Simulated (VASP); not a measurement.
# LiPd3 (Pm-3m) in VASP: notebook

Runs on LiPd3. Level: LDA. Tasks: single point.

Everything below comes from runs of VASP 6.6.1. Logs are shortened: lines on timing, memory, paths and dates and some standing lists are left out, and cuts for length are marked.

## (1) The cell of the first run

Symmetry: Pm-3m, No. 221, cubic system. The conventional cell has a = 3.850 Å, b = 3.850 Å, c = 3.850 Å, α = 90.00°, β = 90.00°, γ = 90.00°. Li (site symmetry m-3m) has 12 Pd at 2.72 Å within 3.6 Å. Pd (site symmetry 4/mmm) has 4 Li at 2.72 Å and 8 Pd at 2.72 Å within 3.6 Å.

## (2) Single point, LDA

Contents of INCAR:

```
PREC = Accurate
ENCUT = 520
EDIFF = 1E-6
ISMEAR = 1
SIGMA = 0.01
LREAL = F
LASPH = T
NELM = 80
ALGO = Normal
ISIF = 2
LWAVE = F
LCHARG = T
GGA = CA
LELF = T
LVHAR = T
NBANDS = 24
```

Contents of KPOINTS:

```
Automatic mesh
0
Gamma
  4 4 4
```

Contents of POSCAR:

```
LiPd3
1.0
    3.8499972700      0.0000000000      0.0000000000
    0.0000000000      3.8499972700      0.0000000000
    0.0000000000      0.0000000000      3.8499972700
Li Pd
1 3
Direct
    0.0000000000      0.0000000000      0.0000000000
    0.0000000000      0.5000000000      0.5000000000
    0.5000000000      0.0000000000      0.5000000000
    0.5000000000      0.5000000000      0.0000000000
```

Potentials or basis: VASP PAW LDA potentials, release 64 (Li_sv, Pd).

Started as:

```bash
> cat potpaw_LDA.64/Li_sv/POTCAR potpaw_LDA.64/Pd/POTCAR > POTCAR
> mpirun -np 1 vasp_std > vasp.out
```

OUTCAR:

```text
PREC = Accurate
   ENCUT = 520
   EDIFF = 1E-6
   ISMEAR = 1
   LREAL = F
   LASPH = T
   NELM = 80
   ISIF = 2
   GGA = CA

 ion  position               nearest neighbor table
   1  0.000  0.000  0.000-   2 2.72   3 2.72   4 2.72   2 2.72   3 2.72   2 2.72   4 2.72   2 2.72
                             3 2.72   4 2.72   3 2.72   4 2.72
   2  0.000  0.500  0.500-   1 2.72   3 2.72   4 2.72   1 2.72   4 2.72   1 2.72   3 2.72   1 2.72
                             3 2.72   4 2.72   4 2.72   3 2.72
   3  0.500  0.000  0.500-   1 2.72   2 2.72   4 2.72   1 2.72   4 2.72   2 2.72   4 2.72   4 2.72
                             1 2.72   2 2.72   1 2.72   2 2.72
   4  0.500  0.500  0.000-   1 2.72   2 2.72   3 2.72   2 2.72   3 2.72   1 2.72   3 2.72   3 2.72
                             1 2.72   2 2.72   2 2.72   1 2.72

  LATTYP: Found a simple cubic cell.
 ALAT       =     3.8499972700

  Lattice vectors:

 A1 = (   3.8499972700,   0.0000000000,   0.0000000000)
 A2 = (   0.0000000000,   3.8499972700,   0.0000000000)
 A3 = (   0.0000000000,   0.0000000000,   3.8499972700)

Analysis of symmetry for initial positions (statically):
=====================================================================
 Subroutine PRICEL returns:
 Original cell was already a primitive cell.

 Routine SETGRP: Setting up the symmetry group for a
 simple cubic supercell.

 Subroutine GETGRP returns: Found 48 space group operations
 (whereof 48 operations were pure point group operations)
 out of a pool of 48 trial point group operations.

The static configuration has the point symmetry O_h .

Analysis of symmetry for dynamics (positions and initial velocities):
=====================================================================
 Subroutine PRICEL returns:
 Original cell was already a primitive cell.

 Routine SETGRP: Setting up the symmetry group for a
 simple cubic supercell.

 Subroutine GETGRP returns: Found 48 space group operations
 (whereof 48 operations were pure point group operations)
 out of a pool of 48 trial point group operations.

The dynamic configuration has the point symmetry O_h .

 Subroutine INISYM returns: Found 48 space group operations
 (whereof 48 operations are pure point group operations),
 and found     1 'primitive' translations

----------------------------------------------------------------------------------------

                                     Primitive cell

  volume of cell :      57.0665

  direct lattice vectors                    reciprocal lattice vectors
     3.849997270  0.000000000  0.000000000     0.259740444  0.000000000  0.000000000
     0.000000000  3.849997270  0.000000000     0.000000000  0.259740444  0.000000000
     0.000000000  0.000000000  3.849997270     0.000000000  0.000000000  0.259740444

  length of vectors
     3.849997270  3.849997270  3.849997270     0.259740444  0.259740444  0.259740444

  position of ions in fractional coordinates (direct lattice)
     0.000000000  0.000000000  0.000000000
     0.000000000  0.500000000  0.500000000
     0.500000000  0.000000000  0.500000000
     0.500000000  0.500000000  0.000000000

  ion indices of the primitive-cell ions
   primitive index   ion index
                 1           1
                 2           2
                 3           3
                 4           4

----------------------------------------------------------------------------------------

 KPOINTS: Automatic mesh

Automatic generation of k-mesh.
 Grid dimensions read from file:
 generate k-points for:    4    4    4

 Generating k-lattice:

  Cartesian coordinates                     Fractional coordinates (reciprocal lattice)
     0.064935111  0.000000000  0.000000000     0.250000000  0.000000000  0.000000000
     0.000000000  0.064935111  0.000000000     0.000000000  0.250000000  0.000000000
     0.000000000  0.000000000  0.064935111     0.000000000  0.000000000  0.250000000

  Length of vectors
     0.064935111  0.064935111  0.064935111

  Shift w.r.t. Gamma in fractional coordinates (k-lattice)
     0.000000000  0.000000000  0.000000000

 Subroutine IBZKPT returns following result:
 ===========================================

 Found     10 irreducible k-points:

 Following reciprocal coordinates:
            Coordinates               Weight
  0.000000  0.000000  0.000000      1.000000
  0.250000  0.000000  0.000000      6.000000
  0.500000  0.000000  0.000000      3.000000
  0.250000  0.250000  0.000000     12.000000
  0.500000  0.250000  0.000000     12.000000
  0.500000  0.500000  0.000000      3.000000
  0.250000  0.250000  0.250000      8.000000
  0.500000  0.250000  0.250000     12.000000
  0.500000  0.500000  0.250000      6.000000
  0.500000  0.500000  0.500000      1.000000
   k-points           NKPTS =     10   k-points in BZ     NKDIM =     10   number of bands    NBANDS=     24
   number of dos      NEDOS =    301   number of ions     NIONS =      4
   total plane-waves  NPLWV =  27000
   dimension x,y,z NGX =    30 NGY =   30 NGZ =   30
   dimension x,y,z NGXF=    60 NGYF=   60 NGZF=   60
   ions per type =               1   3
   NGX,Y,Z   is equivalent  to a cutoff of  12.95, 12.95, 12.95 a.u.
   NGXF,Y,Z  is equivalent  to a cutoff of  25.91, 25.91, 25.91 a.u.
 SYSTEM =  unknown system
   PREC   = accura    normal or accurate (medium, high low for compatibility)
   ISTART =      0    job   : 0-new  1-cont  2-samecut
   ICHARG =      2    charge: 1-file 2-atom 10-const
   ISPIN  =      1    spin polarized calculation?
   LNONCOLLINEAR =      F non collinear calculations
   LSORBIT =      F    spin-orbit coupling
   LASPH  =      T    aspherical Exc in radial PAW
   ENCUT  =  520.0 eV  38.22 Ry    6.18 a.u.   7.16  7.16  7.16*2*pi/ulx,y,z
   NELM   =     80;   NELMIN=  2; NELMDL= -5     # of ELM steps
   EDIFF  = 0.1E-05   stopping-criterion for ELM
   LREAL  =      F    real-space projection
   EDIFFG = 0.1E-04   stopping-criterion for IOM
   NSW    =      0    number of steps for IOM
   IBRION =     -1    ionic relax: 0-MD 1-quasi-New 2-CG
   NFREE  =      0    steps in history (QN), initial steepest desc. (CG)
   ISIF   =      2    stress and relaxation
   ISYM   =      2    0-nonsym 1-usesym 2-fastsym
   POTIM  = 0.5000    time-step for ionic-motion
   TEBEG  =    0.0;   TEEND  =   0.0 temperature during run
   PSTRESS=    0.0 pullay stress
   NELECT =      33.0000    total number of electrons
   NUPDOWN=      -1.0000    fix difference up-down
   EMIN   =  10.00;   EMAX   =-10.00  energy-range for DOS
   EFERMI =   0.00;   METHOD = LEGACY
   ISMEAR =     1;   SIGMA  =   0.01  broadening in eV -4-tet -1-fermi 0-gaus
   EFERMI_NEDOS =   21; number of points for ismear=-14 and -15
   IALGO  =     38    algorithm
   IMIX   =      4    mixing-type and parameters
     AMIX     =   0.40;   BMIX     =  1.00
     AMIX_MAG =   1.60;   BMIX_MAG =  1.00
  volume/ion in A,a.u.               =      14.27        96.28
  Fermi-wavevector in a.u.,A,eV,Ry     =   1.363910  2.577416 25.310246  1.860251
  Thomas-Fermi vector in A             =   2.490272
   LORBIT       =      0    0 simple, 1 ext, 2 COOP (PROOUT), +10 PAW based schemes
   GGA     = CA    functional components
   LHFCALC =     F    Hartree Fock is set to
   AEXX    =    0.0000 exact exchange contribution
   IVDW    =     0    specifies the selected vdW correction
   LEPSILON=     F    determine dielectric tensor
   LRPA    =     F    only Hartree local field effects (RPA)
 non-spin polarized calculation
 Methfessel and Paxton  Order N= 1 SIGMA  =   0.01
  energy-cutoff  :      520.00
  volume of cell :       57.07
 maximum number of plane-waves:      1568
 NGX is ok and might be reduce to    30
   NGX = 15   NGY = 15   NGZ = 15

 number of electron      33.0000002 magnetization

 Free energy of the ion-electron system (eV)
  ---------------------------------------------------
  ext. energy  EPLUGINS =         0.00000000
  ---------------------------------------------------
  free energy    TOTEN  =       -22.40147342 eV

  energy without entropy =      -22.40101702  energy(sigma->0) =      -22.40132129

 E-fermi :   7.6689     XC(G=0): -12.3950

 val. band max:        7.6669140471   @ k =   0.5000   0.2500   0.2500
 cond. band min:       7.6944223441   @ k =   0.5000   0.2500   0.0000
 fundamental gap:      0.0275082969
 Fermi energy:         7.6689398401

 k-point     1 :       0.0000    0.0000    0.0000
  band No.  band energies     occupation
      1     -36.1755      2.00000
      2       1.0872      2.00000
      3       2.5070      2.00000
      4       3.2220      2.00000
      5       3.2220      2.00000
      6       3.2220      2.00000
[... 16 lines left out ...]
     23      19.3316      0.00000
     24      19.3316      0.00000

 k-point     2 :       0.2500    0.0000    0.0000
  band No.  band energies     occupation
      1     -36.1749      2.00000
      2       1.7230      2.00000
      3       2.8975      2.00000
      4       3.3648      2.00000
      5       3.5859      2.00000
      6       3.5859      2.00000
[... 16 lines left out ...]
     23      18.6240      0.00000
     24      18.6240      0.00000

 k-point     3 :       0.5000    0.0000    0.0000
  band No.  band energies     occupation
      1     -36.1744      2.00000
      2       2.5826      2.00000
      3       3.2757      2.00000
      4       3.5337      2.00000
      5       4.2727      2.00000
      6       4.3061      2.00000
[... 16 lines left out ...]
     23      17.4077      0.00000
     24      18.7821      0.00000

 k-point     4 :       0.2500    0.2500    0.0000
  band No.  band energies     occupation
      1     -36.1746      2.00000
      2       2.2771      2.00000
      3       3.3301      2.00000
      4       3.5166      2.00000
      5       3.8064      2.00000
      6       3.9057      2.00000
[... 16 lines left out ...]
     23      19.4617      0.00000
     24      19.4734      0.00000

 k-point     5 :       0.5000    0.2500    0.0000
  band No.  band energies     occupation
      1     -36.1742      2.00000
      2       3.1493      2.00000
      3       3.7555      2.00000
      4       3.8149      2.00000
      5       3.9597      2.00000
      6       4.2917      2.00000
[... 16 lines left out ...]
     23      18.9243      0.00000
     24      19.0755      0.00000

 k-point     6 :       0.5000    0.5000    0.0000
  band No.  band energies     occupation
      1     -36.1740      2.00000
      2       3.7232      2.00000
      3       3.7232      2.00000
      4       4.2055      2.00000
      5       4.2627      2.00000
      6       4.4998      2.00000
[... 16 lines left out ...]
     23      18.8310      0.00000
     24      19.8852      0.00000

 k-point     7 :       0.2500    0.2500    0.2500
  band No.  band energies     occupation
      1     -36.1744      2.00000
      2       2.5123      2.00000
      3       3.7562      2.00000
      4       3.8090      2.00000
      5       3.8490      2.00000
      6       3.8490      2.00000
[... 16 lines left out ...]
     23      17.1844      0.00000
     24      20.6896      0.00000

 k-point     8 :       0.5000    0.2500    0.2500
  band No.  band energies     occupation
      1     -36.1741      2.00000
      2       3.0261      2.00000
      3       3.5270      2.00000
      4       3.8645      2.00000
      5       4.1175      2.00000
      6       4.1894      2.00000
[... 16 lines left out ...]
     23      18.7069      0.00000
     24      18.7088      0.00000

 k-point     9 :       0.5000    0.5000    0.2500
  band No.  band energies     occupation
      1     -36.1741      2.00000
      2       3.3352      2.00000
      3       3.3352      2.00000
      4       3.4157      2.00000
      5       3.4623      2.00000
      6       4.7508      2.00000
[... 16 lines left out ...]
     23      16.1413      0.00000
     24      17.5784      0.00000

 k-point    10 :       0.5000    0.5000    0.5000
  band No.  band energies     occupation
      1     -36.1741      2.00000
      2       3.0494      2.00000
      3       3.0494      2.00000
      4       3.0494      2.00000
      5       3.1061      2.00000
      6       4.8142      2.00000
[... 16 lines left out ...]
     23      14.1106      0.00000
     24      17.2710      0.00000

------------------------ aborting loop because EDIFF is reached ----------------------------------------

  FORCE on cell =-STRESS in cart. coord.  units (eV):
  Direction    XX          YY          ZZ          XY          YZ          ZX
  --------------------------------------------------------------------------------------
  -------------------------------------------------------------------------------------
  Total       -2.6002337     -2.6002337     -2.6002337      0.0000000     -0.0000000     -0.0000000
  in kB      -73.0031670    -73.0031670    -73.0031670      0.0000000     -0.0000000     -0.0000000
  external PRESSURE =     -73.0031670 kB  Pullay stress =       0.0000000 kB

 VOLUME and BASIS-vectors are now :
 -----------------------------------------------------------------------------
  energy-cutoff  :      520.00
  volume of cell :       57.07
      direct lattice vectors                 reciprocal lattice vectors
     3.849997270  0.000000000  0.000000000     0.259740444  0.000000000  0.000000000
     0.000000000  3.849997270  0.000000000     0.000000000  0.259740444  0.000000000
     0.000000000  0.000000000  3.849997270     0.000000000  0.000000000  0.259740444

 POSITION                                       TOTAL-FORCE (eV/Angst)
 -----------------------------------------------------------------------------------
      0.00000      0.00000      0.00000         0.000000      0.000000      0.000000
      0.00000      1.92500      1.92500         0.000000      0.000000      0.000000
      1.92500      0.00000      1.92500         0.000000      0.000000      0.000000
      1.92500      1.92500      0.00000         0.000000      0.000000      0.000000
 -----------------------------------------------------------------------------------
    total drift:                                0.000000      0.000000     -0.000000

  FREE ENERGIE OF THE ION-ELECTRON SYSTEM (eV)
  ---------------------------------------------------
  free  energy   TOTEN  =       -22.4014734224 eV

  energy  without entropy=      -22.4010170225  energy(sigma->0) =      -22.40132129
```

It took 23 s on 1 thread of Intel Xeon 8259CL, shared host; peak memory 0.15 GiB.

What came out:

- Free energy: -22.4015 eV
- Band gap on the k mesh: zero (an odd number of electrons rules out a gap without spin polarisation)

Caveat: the k points lie up to 0.41 Å⁻¹ apart, too coarse for converged energies and pressures of a metal; the cutoff is under 1.25 times the usual one of these potentials, so pressure, stress and relaxed cells hold a basis-set (Pulay) error.

## (3) Single point, LDA

Contents of INCAR:

```
SYSTEM = LiPd3
PREC = Accurate
ENCUT = 520
EDIFF = 1E-6
ISMEAR = 1
SIGMA = 0.01
LREAL = .False.
LASPH = .True.
NELM = 60
ALGO = Normal
ISIF = 2
LWAVE = .False.
LCHARG = .False.
GGA = CA
NBANDS = 24
```

Contents of KPOINTS:

```
Automatic mesh
0
Gamma
  4 4 4
  0 0 0
```

POSCAR is that of step 2.

Potentials or basis: VASP PAW LDA potentials, release 64 (Li_sv, Pd).

Started as:

```bash
> cat potpaw_LDA.64/Li_sv/POTCAR potpaw_LDA.64/Pd/POTCAR > POTCAR
> mpirun -np 1 vasp_std > vasp.out
```

It took 19 s on 1 thread of Intel Xeon 8259CL, shared host; peak memory 0.15 GiB.

It converged, with:

| Quantity | Value |
| --- | --- |
| Free energy | -22.4015 eV |
| Band gap on the k mesh | zero (an odd number of electrons rules out a gap without spin polarisation) |

Levels at points of the mesh, in eV from the Fermi level:
```
           k point  band 14  band 15  band 16  band 17  band 18  band 19
(0.00, 0.00, 0.00)     0.17     0.49     0.49     0.49     3.10     3.10
(0.50, 0.00, 0.00)    -1.39    -1.39    -1.13    -0.48     0.49     7.84
(0.50, 0.50, 0.00)    -1.77    -1.19    -0.95    -0.14     1.85     2.43
(0.50, 0.50, 0.50)     0.17     0.17     0.17     0.82     0.82     0.82
```

Caveat: the k points lie up to 0.41 Å⁻¹ apart, too coarse for converged energies and pressures of a metal; the cutoff is under 1.25 times the usual one of these potentials, so pressure, stress and relaxed cells hold a basis-set (Pulay) error.

## (4) Single point, LDA

Contents of INCAR:

```
SYSTEM = LiPd3
ALGO = Normal
EDIFF = 1E-6
ENCUT = 520
ISIF = 2
ISMEAR = 1
LASPH = .True.
LCHARG = .True.
LELF = .True.
LREAL = .False.
LVHAR = .True.
LWAVE = .False.
NBANDS = 24
NELM = 80
PREC = Accurate
SIGMA = 0.01
```

Contents of KPOINTS:

```
k-points
0
Gamma
  4 4 4
  0 0 0
```

POSCAR is that of step 3.

Started as:

```bash
> cat potpaw_LDA.64/Li_sv/POTCAR potpaw_LDA.64/Pd/POTCAR > POTCAR
> mpirun -np 1 vasp_std > vasp.out
```

Run time: 22 s. Hardware: 1 thread of Intel Xeon 8259CL, shared host; peak memory 0.15 GiB.

It converged, with:

```
Free energy            : -22.4015 eV
Band gap on the k mesh : zero (an odd number of electrons rules out a gap without spin polarisation)
```

Levels at points of the mesh, in eV from the Fermi level:
| k point | band 13 | band 14 | band 15 | band 16 | band 17 | band 18 | band 19 | band 20 |
| --- | --- | --- | --- | --- | --- | --- | --- | --- |
| (0.00, 0.00, 0.00) | -0.57 | 0.17 | 0.49 | 0.49 | 0.49 | 3.10 | 3.10 | 3.10 |
| (0.50, 0.00, 0.00) | -1.48 | -1.39 | -1.39 | -1.13 | -0.48 | 0.49 | 7.84 | 7.84 |
| (0.50, 0.50, 0.00) | -1.78 | -1.77 | -1.19 | -0.95 | -0.14 | 1.85 | 2.43 | 2.43 |
| (0.50, 0.50, 0.50) | -1.04 | 0.17 | 0.17 | 0.17 | 0.82 | 0.82 | 0.82 | 1.04 |

Caveat: the k points lie up to 0.41 Å⁻¹ apart, too coarse for converged energies and pressures of a metal; the cutoff is under 1.25 times the usual one of these potentials, so pressure, stress and relaxed cells hold a basis-set (Pulay) error.
